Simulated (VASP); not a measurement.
# Al16HC in VASP: a series of runs

Runs on Al16HC. Level: PBEsol. Tasks: single point.

All numbers are computed with VASP 6.6.1; they aren't measurements. Logs are shortened: lines on timing, memory, paths and dates and some standing lists are left out, and cuts for length are marked.

### Step 1. The cell of the first run

The cell holds a slab with vacuum, 18 atoms: a = 5.728 Å, b = 5.728 Å, c = 21.075 Å, α = 90.00°, β = 90.00°, γ = 90.00°.

### Step 2. Single point, PBEsol

The input, INCAR:

```
SYSTEM = Al16HC
PREC = Accurate
ENCUT = 520
EDIFF = 1E-6
ISMEAR = -1
SIGMA = 0.15
LREAL = Auto
LASPH = .True.
NELM = 60
ALGO = Normal
ISIF = 2
LWAVE = .False.
LCHARG = .False.
GGA = PS
NBANDS = 42
```

The input, KPOINTS:

```
Automatic mesh
0
Gamma
  3 3 1
  0 0 0
```

The input, POSCAR:

```
Al16HC
1.0
    5.7275650000      0.0000000000      0.0000000000
    0.0000000000      5.7275650000      0.0000000000
    0.0000000000      0.0000000000     21.0750000000
Al C H
16 1 1
Direct
    0.2500015277      0.2500015277      0.0474495848
    0.7500045831      0.2500015277      0.0474495848
    0.2500015277      0.7500045831      0.0474495848
    0.7500045831      0.7500045831      0.0474495848
   -0.0003841074      0.0001920537      0.1412479241
    0.5005442976     -0.0001047566      0.1412431791
    0.0002095131      0.4996014886      0.1412384342
    0.4998982988      0.4999332177      0.1412906287
    0.2497396363      0.2503856351      0.2417888493
    0.7500045831      0.2498618523      0.2419739027
    0.2501935814      0.7496030163      0.2417935943
    0.7498125294      0.7504934470      0.2417888493
   -0.0008729713      0.0006983771      0.3346287070
    0.5007014325      0.0005761611      0.3352313167
   -0.0002968103      0.4995665697      0.3354353499
    0.5005268382      0.4993221378      0.3368967972
    0.7013975398      0.3410175179      0.4733190985
    0.6613805343      0.3566611640      0.5264531435
```

Potentials or basis: VASP PAW PBE potentials, release 64 (Al, C, H).

On the command line:

```
$ cat potpaw_PBE.64/Al/POTCAR potpaw_PBE.64/C/POTCAR potpaw_PBE.64/H/POTCAR > POTCAR
$ mpirun -np 1 vasp_std > vasp.out
```

OUTCAR:

```text
SYSTEM = Al16HC
   PREC = Accurate
   ENCUT = 520
   EDIFF = 1E-6
   ISMEAR = -1
   LREAL = Auto
   LASPH = .True.
   NELM = 60
   ISIF = 2
   GGA = PS

 ion  position               nearest neighbor table
   1  0.250  0.250  0.047-   7 2.83   8 2.83   5 2.83   6 2.83   2 2.86   3 2.86   2 2.86   3 2.86

   2  0.750  0.250  0.047-   5 2.83   6 2.83   7 2.83   8 2.83   1 2.86   4 2.86   4 2.86   1 2.86

   3  0.250  0.750  0.047-   7 2.83   8 2.83   6 2.83   5 2.83   1 2.86   4 2.86   4 2.86   1 2.86
[... 23 lines left out ...]
  15  1.000  0.500  0.335-  10 2.82   9 2.83  11 2.83  12 2.83  13 2.86  16 2.86  16 2.87  13 2.87

  16  0.501  0.499  0.337-  10 2.84   9 2.85  12 2.85  11 2.85  14 2.86  15 2.86  15 2.87  14 2.87

  17  0.701  0.341  0.473-  18 1.15
  18  0.661  0.357  0.526-  17 1.15

  LATTYP: Found a simple tetragonal cell.
 ALAT       =     5.7275650000
 C/A-ratio  =     3.6795741297

  Lattice vectors:

 A1 = (   5.7275650000,   0.0000000000,   0.0000000000)
 A2 = (   0.0000000000,   5.7275650000,   0.0000000000)
 A3 = (   0.0000000000,   0.0000000000,  21.0750000000)

Analysis of symmetry for initial positions (statically):
=====================================================================
 Subroutine PRICEL returns:
 Original cell was already a primitive cell.

 Routine SETGRP: Setting up the symmetry group for a
 simple tetragonal supercell.

 Subroutine GETGRP returns: Found  1 space group operations
 (whereof  1 operations were pure point group operations)
 out of a pool of 16 trial point group operations.

The static configuration has the point symmetry C_1 .

Analysis of symmetry for dynamics (positions and initial velocities):
=====================================================================
 Subroutine PRICEL returns:
 Original cell was already a primitive cell.

 Routine SETGRP: Setting up the symmetry group for a
 simple tetragonal supercell.

 Subroutine GETGRP returns: Found  1 space group operations
 (whereof  1 operations were pure point group operations)
 out of a pool of 16 trial point group operations.

The dynamic configuration has the point symmetry C_1 .

 Subroutine INISYM returns: Found  1 space group operations
 (whereof  1 operations are pure point group operations),
 and found     1 'primitive' translations

[... 109 lines left out ...]
   NSW    =      0    number of steps for IOM
   IBRION =     -1    ionic relax: 0-MD 1-quasi-New 2-CG
   NFREE  =      0    steps in history (QN), initial steepest desc. (CG)
   ISIF   =      2    stress and relaxation
   ISYM   =      2    0-nonsym 1-usesym 2-fastsym
   POTIM  = 0.5000    time-step for ionic-motion
   TEBEG  =    0.0;   TEEND  =   0.0 temperature during run
   PSTRESS=    0.0 pullay stress
   NELECT =      53.0000    total number of electrons
   NUPDOWN=      -1.0000    fix difference up-down
   EMIN   =  10.00;   EMAX   =-10.00  energy-range for DOS
   EFERMI =   0.00;   METHOD = LEGACY
   ISMEAR =    -1;   SIGMA  =   0.15  broadening in eV -4-tet -1-fermi 0-gaus
   EFERMI_NEDOS =   21; number of points for ismear=-14 and -15
   IALGO  =     38    algorithm
   IMIX   =      4    mixing-type and parameters
     AMIX     =   0.40;   BMIX     =  1.00
     AMIX_MAG =   1.60;   BMIX_MAG =  1.00
  volume/ion in A,a.u.               =      38.41       259.20
  Fermi-wavevector in a.u.,A,eV,Ry     =   0.695447  1.314205  6.580417  0.483647
  Thomas-Fermi vector in A             =   1.778222
   LORBIT       =      0    0 simple, 1 ext, 2 COOP (PROOUT), +10 PAW based schemes
   GGA     = PS    functional components
   LHFCALC =     F    Hartree Fock is set to
   AEXX    =    0.0000 exact exchange contribution
   IVDW    =     0    specifies the selected vdW correction
   LEPSILON=     F    determine dielectric tensor
   LRPA    =     F    only Hartree local field effects (RPA)
 non-spin polarized calculation
  energy-cutoff  :      520.00
  volume of cell :      691.37
 maximum number of plane-waves:     18651
 NGX is ok and might be reduce to    42
   NGX = 21   NGY = 21   NGZ = 79

 number of electron      53.0000001 magnetization

 Free energy of the ion-electron system (eV)
  ---------------------------------------------------
  ext. energy  EPLUGINS =         0.00000000
  ---------------------------------------------------
  free energy    TOTEN  =       -68.29229752 eV

  energy without entropy =      -67.61787940  energy(sigma->0) =      -67.95508846

 E-fermi :   0.4226     XC(G=0):  -5.2348

 val. band max:        0.3938006365   @ k =   0.3333   0.3333   0.0000
 cond. band min:       0.4480077984   @ k =   0.0000   0.3333   0.0000
 fundamental gap:      0.0542071619
 Fermi energy:         0.4225994331

 k-point     1 :       0.0000    0.0000    0.0000
  band No.  band energies     occupation
      1     -10.1463      2.00000
      2      -9.7095      2.00000
      3      -8.9022      2.00000
      4      -6.6069      2.00000
      5      -5.7256      2.00000
      6      -5.7218      2.00000
[... 194 lines left out ...]
     37       2.7850      0.00000
     38       2.7979      0.00000
 [bands above 38 left out]

------------------------ aborting loop because EDIFF is reached ----------------------------------------

  FORCE on cell =-STRESS in cart. coord.  units (eV):
  Direction    XX          YY          ZZ          XY          YZ          ZX
  --------------------------------------------------------------------------------------
  -------------------------------------------------------------------------------------
  Total       -9.0785050     -9.1489709     -6.6150997      0.0095875      0.3252913     -0.2789079
  in kB      -21.0386216    -21.2019200    -15.3299005      0.0222182      0.7538333     -0.6463440
  external PRESSURE =     -19.1901474 kB  Pullay stress =       0.0000000 kB

 VOLUME and BASIS-vectors are now :
 -----------------------------------------------------------------------------
  energy-cutoff  :      520.00
  volume of cell :      691.37
      direct lattice vectors                 reciprocal lattice vectors
     5.727565000  0.000000000  0.000000000     0.174594265  0.000000000  0.000000000
     0.000000000  5.727565000  0.000000000     0.000000000  0.174594265  0.000000000
     0.000000000  0.000000000 21.075000000     0.000000000  0.000000000  0.047449585

 POSITION                                       TOTAL-FORCE (eV/Angst)
 -----------------------------------------------------------------------------------
      1.43190      1.43190      1.00000        -0.004123      0.006661      0.026455
      4.29570      1.43190      1.00000         0.007882     -0.015647      0.045289
      1.43190      4.29570      1.00000        -0.002565     -0.011621      0.036208
      4.29570      4.29570      1.00000         0.003811      0.004606      0.021922
      5.72536      0.00110      2.97680         0.000340     -0.011487      0.106391
      2.86690      5.72696      2.97670        -0.000281      0.000116      0.115901
[... 10 lines left out ...]
      4.01730      1.95320      9.97520         0.001870     -0.023887     -1.125274
      3.78810      2.04280     11.09500        -0.064270      0.073134     -0.327035
 -----------------------------------------------------------------------------------
    total drift:                                0.002002      0.001053     -0.004568

  FREE ENERGIE OF THE ION-ELECTRON SYSTEM (eV)
  ---------------------------------------------------
  free  energy   TOTEN  =       -68.2922975198 eV

  energy  without entropy=      -67.6178793969  energy(sigma->0) =      -67.95508846
```

OSZICAR:

```text
N       E                     dE             d eps       ncg     rms          rms(c)
DAV:   1     0.150934482658E+03    0.15093E+03   -0.16197E+04   420   0.907E+02
DAV:   2    -0.560162752009E+02   -0.20695E+03   -0.19629E+03   566   0.152E+02
DAV:   3    -0.704693962934E+02   -0.14453E+02   -0.13702E+02   528   0.368E+01
[... 16 lines left out ...]
DAV:  20    -0.682922654458E+02   -0.50326E-04   -0.30614E-06   386   0.436E-03    0.177E-03
DAV:  21    -0.682922896968E+02   -0.24251E-04   -0.18403E-06   358   0.278E-03    0.111E-03
DAV:  22    -0.682922953276E+02   -0.56308E-05   -0.56253E-07   388   0.143E-03    0.426E-04
DAV:  23    -0.682922968482E+02   -0.15207E-05   -0.14226E-07   306   0.926E-04    0.224E-04
DAV:  24    -0.682922975198E+02   -0.67158E-06   -0.85495E-08   302   0.707E-04
   1 F= -.68292298E+02 E0= -.67955088E+02  d E =-.674418E+00
```

stdout:

```text
POSCAR found type information on POSCAR AlC H
 POSCAR found :  3 types and      18 ions
 scaLAPACK will be used
 -----------------------------------------------------------------------------
|                                                                             |
|                                                                             |
|     You enforced a specific xc type in the INCAR file but a different       |
|     I HOPE YOU KNOW WHAT YOU ARE DOING!                                     |
|                                                                             |
 -----------------------------------------------------------------------------

 LDA part: xc-table for (Slater+PW92), standard interpolation
 POSCAR, INCAR and KPOINTS ok, starting setup
 FFT: planning ... GRIDC
 FFT: planning ... GRID_SOFT
 FFT: planning ... GRID
 WAVECAR not read
 entering main loop
```

Run time: 10 min. Hardware: 1 thread of Intel Xeon 8259CL, shared host; peak memory 0.74 GiB.

What came out:

- Free energy: -68.2923 eV
- Largest force: 1.126 eV/Å
- Band gap on the k mesh: zero (an odd number of electrons rules out a gap without spin polarisation)

Forces in eV/Å, atoms in the order of the input:
```
Al  -0.004  0.007  0.026
Al   0.008 -0.016  0.045
Al  -0.003 -0.012  0.036
Al   0.004  0.005  0.022
Al   0.000 -0.011  0.106
Al   0.000  0.000  0.116
Al   0.005  0.006  0.116
Al  -0.006 -0.006  0.132
Al   0.027  0.008 -0.101
Al  -0.030  0.027 -0.064
Al   0.004 -0.011 -0.094
Al  -0.002 -0.010 -0.096
Al   0.004 -0.008  0.134
Al   0.005  0.044  0.215
Al  -0.032  0.008  0.291
Al   0.083 -0.080  0.567
C    0.002 -0.024 -1.125
H   -0.064  0.073 -0.327
```

Caveat: the k points lie up to 0.37 Å⁻¹ apart, too coarse for converged energies and pressures of a metal; there is no dipole correction, which matters where the two faces differ; the PAW data sets were made with another functional, which shifts forces and pressure a little.

### Step 3. Single point, PBEsol

The input, INCAR:

```
SYSTEM = Al16HC
ALGO = Normal
EDIFF = 1E-6
ENCUT = 520
GGA = PS
ISIF = 2
ISMEAR = -1
LASPH = .TRUE.
LCHARG = .TRUE.
LELF = .TRUE.
LREAL = Auto
LVHAR = .TRUE.
LWAVE = .FALSE.
NBANDS = 42
NELM = 100
PREC = Accurate
SIGMA = 0.15
```

The input, KPOINTS:

```
k-points
0
G
  3 3 1
  0 0 0
```

The input, POSCAR:

```
Al16HC
1.0
    5.7275650000      0.0000000000      0.0000000000
    0.0000000000      5.7275650000      0.0000000000
    0.0000000000      0.0000000000     21.0750000000
Al C H
16 1 1
Direct
    0.2500015277      0.2500015277      0.0474495848
    0.7500045831      0.2500015277      0.0474495848
    0.2500015277      0.7500045831      0.0474495848
    0.7500045831      0.7500045831      0.0474495848
   -0.0006983771      0.0000174594      0.1403748517
    0.5009284050     -0.0001396754      0.1404412811
    0.0004714045      0.4994792726      0.1404460261
    0.4996887857      0.4996887857      0.1406215896
    0.2505427699      0.2508570396      0.2427046263
    0.7490966929      0.2506999048      0.2432977461
    0.2504903916      0.7490093958      0.2427378410
    0.7495855569      0.7503363122      0.2427330961
   -0.0012570787      0.0008555119      0.3348279953
    0.5014347284      0.0026189140      0.3365124555
   -0.0022871849      0.4992523001      0.3376275208
    0.5041060206      0.4960223062      0.3421304864
    0.7163602683      0.3402667626      0.4285504152
    0.6109751701      0.4182405612      0.4665195730
```

Potentials or basis: VASP PAW PBE potentials, release 64 (Al, C, H).

On the command line:

```
$ cat potpaw_PBE.64/Al/POTCAR potpaw_PBE.64/C/POTCAR potpaw_PBE.64/H/POTCAR > POTCAR
$ mpirun -np 1 vasp_std > vasp.out
```

OUTCAR:

```text
SYSTEM = Al16HC
   EDIFF = 1E-6
   ENCUT = 520
   GGA = PS
   ISIF = 2
   ISMEAR = -1
   LASPH = .TRUE.
   LREAL = Auto
   NELM = 100
   PREC = Accurate

 ion  position               nearest neighbor table
   1  0.250  0.250  0.047-   7 2.82   8 2.82   5 2.82   6 2.82   2 2.86   3 2.86   2 2.86   3 2.86

   2  0.750  0.250  0.047-   5 2.81   6 2.82   7 2.82   8 2.82   1 2.86   4 2.86   4 2.86   1 2.86

   3  0.250  0.750  0.047-   7 2.82   5 2.82   6 2.82   8 2.82   1 2.86   4 2.86   4 2.86   1 2.86
[... 23 lines left out ...]
  15  0.998  0.499  0.338-  17 2.66  16 2.83  10 2.83  12 2.84   9 2.85  11 2.85  13 2.86  13 2.87
                            16 2.90
  16  0.504  0.496  0.342-  17 2.36  14 2.83  15 2.83  10 2.88  15 2.90  14 2.90   9 2.91  12 2.91
[... 420 lines left out ...]
  in kB      -28.1420823    -25.9376813    -19.5351768     -0.6779776      2.3487415     -0.8911394
  external PRESSURE =     -24.5383135 kB  Pullay stress =       0.0000000 kB

 VOLUME and BASIS-vectors are now :
 -----------------------------------------------------------------------------
  energy-cutoff  :      520.00
  volume of cell :      691.37
      direct lattice vectors                 reciprocal lattice vectors
     5.727565000  0.000000000  0.000000000     0.174594265  0.000000000  0.000000000
     0.000000000  5.727565000  0.000000000     0.000000000  0.174594265  0.000000000
     0.000000000  0.000000000 21.075000000     0.000000000  0.000000000  0.047449585

 POSITION                                       TOTAL-FORCE (eV/Angst)
 -----------------------------------------------------------------------------------
      1.43190      1.43190      1.00000        -0.034479      0.050286     -0.091649
      4.29570      1.43190      1.00000         0.022564     -0.047487     -0.057617
      1.43190      4.29570      1.00000         0.019055     -0.051636     -0.071187
      4.29570      4.29570      1.00000        -0.026720      0.039180     -0.084674
      5.72356      0.00010      2.95840        -0.015830     -0.000778      0.291725
      2.86910      5.72677      2.95980        -0.004064      0.014522      0.298142
[... 10 lines left out ...]
      4.10300      1.94890      9.03170        -0.003165      0.172634     -4.173126
      3.49940      2.39550      9.83190        -0.169363      0.212227      0.743741
 -----------------------------------------------------------------------------------
    total drift:                               -0.006925      0.003822     -0.015164

  FREE ENERGIE OF THE ION-ELECTRON SYSTEM (eV)
  ---------------------------------------------------
  free  energy   TOTEN  =       -71.0126106658 eV

  energy  without entropy=      -70.4961712344  energy(sigma->0) =      -70.75439095
```

stdout:

```text
POSCAR found type information on POSCAR AlC H
 POSCAR found :  3 types and      18 ions
 scaLAPACK will be used
 -----------------------------------------------------------------------------
|                                                                             |
|                                                                             |
|     You enforced a specific xc type in the INCAR file but a different       |
|     I HOPE YOU KNOW WHAT YOU ARE DOING!                                     |
|                                                                             |
 -----------------------------------------------------------------------------

 LDA part: xc-table for (Slater+PW92), standard interpolation
 POSCAR, INCAR and KPOINTS ok, starting setup
 FFT: planning ... GRIDC
 FFT: planning ... GRID_SOFT
 FFT: planning ... GRID
 WAVECAR not read
 entering main loop
```

It took 8.3 min on 1 thread of Intel Xeon 8259CL, shared host; peak memory 0.74 GiB.

What came out:

* Free energy: -71.0126 eV
* Largest force: 4.177 eV/Å
* Band gap on the k mesh: zero (an odd number of electrons rules out a gap without spin polarisation)

Forces in eV/Å, atoms in the order of the input:
```
Al  -0.034  0.050 -0.092
Al   0.023 -0.047 -0.058
Al   0.019 -0.052 -0.071
Al  -0.027  0.039 -0.085
Al  -0.016 -0.001  0.292
Al  -0.004  0.015  0.298
Al  -0.014  0.016  0.319
Al   0.015 -0.025  0.281
Al   0.144  0.001 -0.031
Al  -0.077  0.132 -0.098
Al   0.036 -0.026 -0.107
Al  -0.015 -0.165 -0.057
Al   0.092 -0.064  0.285
Al   0.069  0.317  0.530
Al  -0.607 -0.179  1.067
Al   0.570 -0.397  0.955
C   -0.003  0.173 -4.173
H   -0.169  0.212  0.744
```

Caveat: the k points lie up to 0.37 Å⁻¹ apart, too coarse for converged energies and pressures of a metal; there is no dipole correction, which matters where the two faces differ; the PAW data sets were made with another functional, which shifts forces and pressure a little.

The gap in the log of VASP goes by the Fermi energy; the results here count the filled bands.